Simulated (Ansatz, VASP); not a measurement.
HgC2S2N2 in VASP and in Ansatz

```
CELL_PARAMETERS angstrom
5.42118 -2.02606 -0.02929
5.42118 2.02606 -0.02929
-0.62474 0.00000 6.53881
ATOMIC_POSITIONS crystal
Hg 0.00000 0.00000 0.00000
C 0.26730 0.26730 0.21681
C 0.73270 0.73270 0.78319
S 0.13405 0.13405 0.31822
S 0.86595 0.86595 0.68178
N 0.36358 0.36358 0.15094
N 0.63642 0.63642 0.84906
```

Alike in both runs: functional r2SCAN; k mesh 4 × 4 × 4; occupations gaussian, width 0.1 eV; no spin polarisation.

Ansatz relaxed the structure, and its values are those at the end. VASP's run is a single point on that final structure, the one shown.

|  | VASP | Ansatz |
| --- | --- | --- |
| version | VASP 6.6.1 | Ansatz 0.2.0 |
| potentials or method | VASP PAW PBE potentials, release 64 (Hg, C, S, N), cutoff 520 eV | scalar-relativistic, plane waves, PAW |
| valence electrons in the cell | 42 | 50 |

```tsv
	VASP	Ansatz	Ansatz less VASP
gap on the k mesh at the Fermi level (eV)	2.64	2.63	-0.013
least direct gap on the mesh (eV)	2.79	2.77	-0.013
pressure (GPa)	0.3	0.0	-0.32
rms of the force components (eV/Å)	0.274	0.005	-0.2689
```

VASP's potentials were made for PBE, not for r2SCAN. One of these differences is far larger than is usual between the two programs; its cause wasn't traced. VASP's potentials hold 42 valence electrons a cell and Ansatz's 50, so a difference there can come from the potentials and not from the codes.

Spin-orbit coupling is off throughout. Noted on VASP's run: the standard files for N, O and F lose accuracy on very short bonds.
